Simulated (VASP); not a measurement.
# MgO (Fm-3m) in VASP: a series of runs

The runs below take MgO through single point, with r2SCAN.

Everything below comes from runs of VASP 6.6.1. Logs are shortened: lines on timing, memory, paths and dates and some standing lists are left out, and cuts for length are marked.

## 1. The cell of the first run

Symmetry: Fm-3m, No. 225, cubic system. Conventional cell: a = 4.222 Å, b = 4.222 Å, c = 4.222 Å, α = 90.00°, β = 90.00°, γ = 90.00°. Mg (site symmetry m-3m) has 6 O at 2.11 Å within 2.8 Å. O (site symmetry m-3m) has 6 Mg at 2.11 Å within 2.8 Å.

## 2. Single point, r2SCAN

Contents of POSCAR:

```
MgO
1.0
    0.0000000000      2.1108892239      2.1108892239
    2.1108892239      0.0000000000      2.1108892239
    2.1108892239      2.1108892239      0.0000000000
Mg O
1 1
Direct
    0.0000000000      0.0000000000      0.0000000000
    0.5000000000      0.5000000000      0.5000000000
```

Contents of INCAR.step1:

```
SYSTEM = MgO
PREC = Accurate
ENCUT = 520
ISMEAR = -1
SIGMA = 0.05
LREAL = .False.
LASPH = .True.
NELM = 60
NBANDS = 11
GGA = PE
ALGO = Normal
EDIFF = 1E-4
LWAVE = .True.
LCHARG = .False.
```

Contents of INCAR.step2:

```
SYSTEM = MgO
PREC = Accurate
ENCUT = 520
EDIFF = 1E-7
ISMEAR = -1
SIGMA = 0.05
LREAL = .False.
LASPH = .True.
NELM = 60
ALGO = Normal
ISIF = 2
LWAVE = .False.
LCHARG = .False.
METAGGA = R2SCAN
LMIXTAU = .True.
NBANDS = 11
ISTART = 1
```

Contents of KPOINTS:

```
regular mesh
0
Gamma
  11 11 11
  0 0 0
```

Potentials or basis: VASP PAW PBE potentials, release 64 (Mg, O).

Run with:

```bash
$ cat potpaw_PBE.64/Mg/POTCAR potpaw_PBE.64/O/POTCAR > POTCAR
$ cp INCAR.step1 INCAR
$ mpirun -np 1 vasp_std > vasp.out
$ cp INCAR.step2 INCAR
$ mpirun -np 1 vasp_std > vasp.out
```

OUTCAR:

```text
SYSTEM = MgO
   PREC = Accurate
   ENCUT = 520
   EDIFF = 1E-7
   ISMEAR = -1
   LREAL = .False.
   LASPH = .True.
   NELM = 60
   ISIF = 2
   METAGGA = R2SCAN
   ISTART = 1

 ion  position               nearest neighbor table
   1  0.000  0.000  0.000-   2 2.11   2 2.11   2 2.11   2 2.11   2 2.11   2 2.11
   2  0.500  0.500  0.500-   1 2.11   1 2.11   1 2.11   1 2.11   1 2.11   1 2.11

  LATTYP: Found a face centered cubic cell.
 ALAT       =     4.2217784478

  Lattice vectors:

 A1 = (   0.0000000000,   2.1108892239,   2.1108892239)
 A2 = (   2.1108892239,   0.0000000000,   2.1108892239)
 A3 = (   2.1108892239,   2.1108892239,   0.0000000000)

Analysis of symmetry for initial positions (statically):
=====================================================================
 Subroutine PRICEL returns:
 Original cell was already a primitive cell.

 Routine SETGRP: Setting up the symmetry group for a
 face centered cubic supercell.

 Subroutine GETGRP returns: Found 48 space group operations
 (whereof 48 operations were pure point group operations)
 out of a pool of 48 trial point group operations.

The static configuration has the point symmetry O_h .

Analysis of symmetry for dynamics (positions and initial velocities):
=====================================================================
 Subroutine PRICEL returns:
 Original cell was already a primitive cell.

 Routine SETGRP: Setting up the symmetry group for a
 face centered cubic supercell.

 Subroutine GETGRP returns: Found 48 space group operations
 (whereof 48 operations were pure point group operations)
 out of a pool of 48 trial point group operations.

The dynamic configuration has the point symmetry O_h .

 Subroutine INISYM returns: Found 48 space group operations
 (whereof 48 operations are pure point group operations),
 and found     1 'primitive' translations

----------------------------------------------------------------------------------------

                                     Primitive cell

  volume of cell :      18.8116

  direct lattice vectors                    reciprocal lattice vectors
     0.000000000  2.110889224  2.110889224    -0.236867001  0.236867001  0.236867001
     2.110889224  0.000000000  2.110889224     0.236867001 -0.236867001  0.236867001
     2.110889224  2.110889224  0.000000000     0.236867001  0.236867001 -0.236867001

  length of vectors
     2.985248169  2.985248169  2.985248169     0.410265680  0.410265680  0.410265680
[... 88 lines left out ...]
   ISYM   =      2    0-nonsym 1-usesym 2-fastsym
   POTIM  = 0.5000    time-step for ionic-motion
   TEBEG  =    0.0;   TEEND  =   0.0 temperature during run
   PSTRESS=    0.0 pullay stress
   NELECT =       8.0000    total number of electrons
   NUPDOWN=      -1.0000    fix difference up-down
   EMIN   =  10.00;   EMAX   =-10.00  energy-range for DOS
   EFERMI =   0.00;   METHOD = LEGACY
   ISMEAR =    -1;   SIGMA  =   0.05  broadening in eV -4-tet -1-fermi 0-gaus
   EFERMI_NEDOS =   21; number of points for ismear=-14 and -15
   IALGO  =     38    algorithm
   IMIX   =      4    mixing-type and parameters
     AMIX     =   0.40;   BMIX     =  1.00
     AMIX_MAG =   1.60;   BMIX_MAG =  1.00
  volume/ion in A,a.u.               =       9.41        63.47
  Fermi-wavevector in a.u.,A,eV,Ry     =   1.231108  2.326456 20.621346  1.515626
  Thomas-Fermi vector in A             =   2.365930
   LORBIT       =      0    0 simple, 1 ext, 2 COOP (PROOUT), +10 PAW based schemes
   METAGGA = R2SCAN    functional components
   LHFCALC =     F    Hartree Fock is set to
   AEXX    =    0.0000 exact exchange contribution
   IVDW    =     0    specifies the selected vdW correction
   LEPSILON=     F    determine dielectric tensor
   LRPA    =     F    only Hartree local field effects (RPA)
 non-spin polarized calculation
  energy-cutoff  :      520.00
  volume of cell :       18.81
 maximum number of plane-waves:       532
 NGX is ok and might be reduce to    24
   NGX = 11   NGY = 11   NGZ = 11

 number of electron       8.0000005 magnetization

 Free energy of the ion-electron system (eV)
  ---------------------------------------------------
  ext. energy  EPLUGINS =         0.00000000
  ---------------------------------------------------
  free energy    TOTEN  =       -16.15830991 eV

  energy without entropy =      -16.15830991  energy(sigma->0) =      -16.15830991

 E-fermi :   3.8287     XC(G=0): -11.5595

 val. band max:        2.7253579921   @ k =   0.0000   0.0000   0.0000
 cond. band min:       8.2597354122   @ k =   0.0000   0.0000   0.0000
 fundamental gap:      5.5343774202
 Fermi energy:         3.8286777656

 k-point     1 :       0.0000    0.0000    0.0000
  band No.  band energies     occupation
      1     -15.4401      2.00000
      2       2.7254      2.00000
      3       2.7254      2.00000
      4       2.7254      2.00000
      5       8.2597      0.00000
      6      19.5178      0.00000
      7      19.5178      0.00000
      8      19.5179      0.00000
      9      23.6435      0.00000
     10      25.4036      0.00000
     11      25.4036      0.00000
[... 309 lines left out ...]
 k-point    24 :      -0.1818    0.1818    0.0000
  band No.  band energies     occupation
      1     -14.6848      2.00000
      2      -0.0972      2.00000
      3       1.6174      2.00000
      4       2.3452      2.00000
      5      11.6142      0.00000
      6      15.7557      0.00000
      7      19.2834      0.00000
      8      21.7907      0.00000
      9      21.8398      0.00000
     10      25.2592      0.00000
     11      28.6618      0.00000

 [... further k-points ...]

------------------------ aborting loop because EDIFF is reached ----------------------------------------

  FORCE on cell =-STRESS in cart. coord.  units (eV):
  Direction    XX          YY          ZZ          XY          YZ          ZX
  --------------------------------------------------------------------------------------
  -------------------------------------------------------------------------------------
  Total       -0.3697667     -0.3697667     -0.3697667      0.0000000      0.0000000      0.0000000
  in kB      -31.4928564    -31.4928564    -31.4928564      0.0000000      0.0000000      0.0000000
  external PRESSURE =     -31.4928564 kB  Pullay stress =       0.0000000 kB

 VOLUME and BASIS-vectors are now :
 -----------------------------------------------------------------------------
  energy-cutoff  :      520.00
  volume of cell :       18.81
      direct lattice vectors                 reciprocal lattice vectors
     0.000000000  2.110889224  2.110889224    -0.236867001  0.236867001  0.236867001
     2.110889224  0.000000000  2.110889224     0.236867001 -0.236867001  0.236867001
     2.110889224  2.110889224  0.000000000     0.236867001  0.236867001 -0.236867001

 POSITION                                       TOTAL-FORCE (eV/Angst)
 -----------------------------------------------------------------------------------
      0.00000      0.00000      0.00000        -0.000000     -0.000000     -0.000000
      2.11089      2.11089      2.11089         0.000000      0.000000      0.000000
 -----------------------------------------------------------------------------------
    total drift:                               -0.000000     -0.000000      0.000000

  FREE ENERGIE OF THE ION-ELECTRON SYSTEM (eV)
  ---------------------------------------------------
  free  energy   TOTEN  =       -16.1583099076 eV

  energy  without entropy=      -16.1583099076  energy(sigma->0) =      -16.15830991
```

OUTCAR.step1:

```text
SYSTEM = MgO
   PREC = Accurate
   ENCUT = 520
   ISMEAR = -1
   LREAL = .False.
   LASPH = .True.
[... 557 lines left out ...]
      0.00000      0.00000      0.00000        -0.000000     -0.000000      0.000000
      2.11089      2.11089      2.11089         0.000000      0.000000     -0.000000
 -----------------------------------------------------------------------------------
    total drift:                               -0.000000     -0.000000      0.000000

  FREE ENERGIE OF THE ION-ELECTRON SYSTEM (eV)
  ---------------------------------------------------
  free  energy   TOTEN  =       -11.9084409920 eV

  energy  without entropy=      -11.9084409920  energy(sigma->0) =      -11.90844099
```

Wall time 16 s (1 thread of Intel Xeon 6975P-C (Granite Rapids), shared host); peak memory 0.15 GiB.

Results:

```
Free energy            : -16.1583 eV
Pressure               : -3.1 GPa
Band gap on the k mesh : 5.53 eV, direct
```

Caveat: the PAW data sets were made with another functional, which shifts forces and pressure a little. r2SCAN opens gaps a little over a GGA but as a rule still falls short of measured ones.

## 3. Single point, r2SCAN

This run uses another cell than the first one, of 9.59 Å³/atom, 1.020 times its volume.

Contents of POSCAR:

```
MgO
1.0
    0.0000000000      2.1245966808      2.1245966808
    2.1245966808      0.0000000000      2.1245966808
    2.1245966808      2.1245966808      0.0000000000
Mg O
1 1
Direct
    0.0000000000      0.0000000000      0.0000000000
    0.5000000000      0.5000000000      0.5000000000
```

Contents of INCAR.step1:

```
ALGO = Normal
EDIFF = 1E-4
ENCUT = 520
GGA = PE
ISMEAR = -1
LASPH = True
LCHARG = False
LREAL = False
LWAVE = True
NBANDS = 11
NELM = 80
PREC = Accurate
SIGMA = 0.05
```

Contents of INCAR.step2:

```
ALGO = Normal
EDIFF = 1E-7
ENCUT = 520
ISIF = 2
ISMEAR = -1
ISTART = 1
LASPH = True
LCHARG = True
LELF = True
LMIXTAU = True
LREAL = False
LVHAR = True
LWAVE = False
METAGGA = R2SCAN
NBANDS = 11
NELM = 80
PREC = Accurate
SIGMA = 0.05
```

Contents of KPOINTS:

```
k-points
0
Gamma
  11 11 11
```

Potentials or basis: VASP PAW PBE potentials, release 64 (Mg, O).

Run with:

```bash
$ cat potpaw_PBE.64/Mg/POTCAR potpaw_PBE.64/O/POTCAR > POTCAR
$ cp INCAR.step1 INCAR
$ mpirun -np 1 vasp_std > vasp.out
$ cp INCAR.step2 INCAR
$ mpirun -np 1 vasp_std > vasp.out
```

Wall time 19 s (1 thread of Intel Xeon 6975P-C (Granite Rapids), shared host); peak memory 0.15 GiB.

The run converged. Its results:

* Free energy: -16.1481 eV
* Pressure: -6.1 GPa
* Band gap on the k mesh: 5.34 eV, direct

Levels at points of the mesh, in eV from the valence-band top:
```
           k point  band 1  band 2  band 3  band 4  band 5  band 6  band 7  band 8  band 9
(0.00, 0.00, 0.00)  -18.07    0.00    0.00    0.00    5.34   16.68   16.68   16.68   20.75
```

Caveat: the PAW data sets were made with another functional, which shifts forces and pressure a little. r2SCAN opens gaps a little over a GGA but as a rule still falls short of measured ones.

## 4. Single point, r2SCAN

This run uses another cell than the first one, of 9.77 Å³/atom, 1.039 times its volume.

Contents of POSCAR:

```
MgO
1.0
    0.0000000000      2.1381295086      2.1381295086
    2.1381295086      0.0000000000      2.1381295086
    2.1381295086      2.1381295086      0.0000000000
Mg O
1 1
Direct
    0.0000000000      0.0000000000      0.0000000000
    0.5000000000      0.5000000000      0.5000000000
```

Contents of INCAR.step1:

```
ALGO = Normal ; EDIFF = 1E-4
ENCUT = 520 ; GGA = PE
ISMEAR = -1 ; LASPH = True
LCHARG = False ; LREAL = False
LWAVE = True ; NBANDS = 11
NELM = 60 ; PREC = Accurate
SIGMA = 0.05
```

Contents of INCAR.step2:

```
ALGO = Normal ; EDIFF = 1E-6
ENCUT = 520 ; ISIF = 2
ISMEAR = -1 ; ISTART = 1
LASPH = True ; LCHARG = True
LELF = True ; LMIXTAU = True
LREAL = False ; LVHAR = True
LWAVE = False ; METAGGA = R2SCAN
NBANDS = 11 ; NELM = 60
PREC = Accurate ; SIGMA = 0.05
```

KPOINTS is that of step 3.

Potentials or basis: VASP PAW PBE potentials, release 64 (Mg, O).

Run with:

```bash
$ cat potpaw_PBE.64/Mg/POTCAR potpaw_PBE.64/O/POTCAR > POTCAR
$ cp INCAR.step1 INCAR
$ mpirun -np 1 vasp_std > vasp.out
$ cp INCAR.step2 INCAR
$ mpirun -np 1 vasp_std > vasp.out
```

OUTCAR:

```text
EDIFF = 1E-6
   ENCUT = 520
   ISIF = 2
   ISMEAR = -1
   ISTART = 1
   LASPH = True
   LREAL = False
   METAGGA = R2SCAN
   NELM = 60
   PREC = Accurate

 ion  position               nearest neighbor table
   1  0.000  0.000  0.000-   2 2.14   2 2.14   2 2.14   2 2.14   2 2.14   2 2.14
   2  0.500  0.500  0.500-   1 2.14   1 2.14   1 2.14   1 2.14   1 2.14   1 2.14

  LATTYP: Found a face centered cubic cell.
 ALAT       =     4.2762590172

  Lattice vectors:

[... 523 lines left out ...]

  FORCE on cell =-STRESS in cart. coord.  units (eV):
  Direction    XX          YY          ZZ          XY          YZ          ZX
  --------------------------------------------------------------------------------------
  -------------------------------------------------------------------------------------
  Total       -1.0674017     -1.0674017     -1.0674017      0.0000000      0.0000000     -0.0000000
  in kB      -87.4795344    -87.4795344    -87.4795344      0.0000000      0.0000000     -0.0000000
  external PRESSURE =     -87.4795344 kB  Pullay stress =       0.0000000 kB

 VOLUME and BASIS-vectors are now :
 -----------------------------------------------------------------------------
  energy-cutoff  :      520.00
  volume of cell :       19.55
      direct lattice vectors                 reciprocal lattice vectors
     0.000000000  2.138129509  2.138129509    -0.233849258  0.233849258  0.233849258
     2.138129509  0.000000000  2.138129509     0.233849258 -0.233849258  0.233849258
     2.138129509  2.138129509  0.000000000     0.233849258  0.233849258 -0.233849258

 POSITION                                       TOTAL-FORCE (eV/Angst)
 -----------------------------------------------------------------------------------
      0.00000      0.00000      0.00000         0.000000      0.000000     -0.000000
      2.13813      2.13813      2.13813        -0.000000     -0.000000      0.000000
 -----------------------------------------------------------------------------------
    total drift:                               -0.000000     -0.000000      0.000000

  FREE ENERGIE OF THE ION-ELECTRON SYSTEM (eV)
  ---------------------------------------------------
  free  energy   TOTEN  =       -16.1314892179 eV

  energy  without entropy=      -16.1314892178  energy(sigma->0) =      -16.13148922
```

OSZICAR.step1:

```text
N       E                     dE             d eps       ncg     rms          rms(c)
DAV:   1     0.158367040919E+02    0.15837E+02   -0.45324E+03  1360   0.639E+02
DAV:   2    -0.127514419476E+02   -0.28588E+02   -0.27941E+02  1409   0.136E+02
DAV:   3    -0.134626948027E+02   -0.71125E+00   -0.71070E+00  1489   0.191E+01
DAV:   4    -0.134644903122E+02   -0.17955E-02   -0.17955E-02  1361   0.110E+00
DAV:   5    -0.134644961928E+02   -0.58806E-05   -0.58807E-05  1400   0.621E-02    0.718E+00
DAV:   6    -0.119295761515E+02    0.15349E+01   -0.91635E+00  1268   0.163E+01    0.230E+00
DAV:   7    -0.119147729349E+02    0.14803E-01   -0.64274E-02  1352   0.220E+00    0.135E+00
DAV:   8    -0.119088617808E+02    0.59112E-02   -0.30838E-02  1298   0.195E+00    0.250E-01
DAV:   9    -0.119084619938E+02    0.39979E-03   -0.56890E-04  1397   0.168E-01    0.142E-01
DAV:  10    -0.119084419021E+02    0.20092E-04   -0.49684E-04  1304   0.168E-01
   1 F= -.11908442E+02 E0= -.11908442E+02  d E =-.243256E-10
```

Run time: 17 s. Hardware: 1 thread of Intel Xeon 6975P-C (Granite Rapids), shared host; peak memory 0.15 GiB.

Results:

| Item | Value |
| --- | --- |
| Free energy | -16.1315 eV |
| Pressure | -8.7 GPa |
| Band gap on the k mesh | 5.16 eV, direct |

Caveat: the PAW data sets were made with another functional, which shifts forces and pressure a little.

## 5. Overview

```tsv
cell	gap on the mesh (eV)	pressure (GPa)
a = 2.985 Å, angles 60.0°, 2 atoms	5.53	-3.1
a = 3.005 Å, angles 60.0°, 2 atoms	5.34	-6.1
a = 3.024 Å, angles 60.0°, 2 atoms	5.16	-8.7
```

Alike in all rows: task single point; level r2SCAN; potentials or basis VASP PAW PBE potentials, release 64 (Mg, O); no spin polarisation; k mesh 11 × 11 × 11; cutoff (eV) 520; smearing fermi-dirac 0.05 eV.

Caveats: the PAW data sets were made with another functional, which shifts forces and pressure a little.

Total energies depend on the potentials used, so only differences within one code and one set of settings carry meaning.
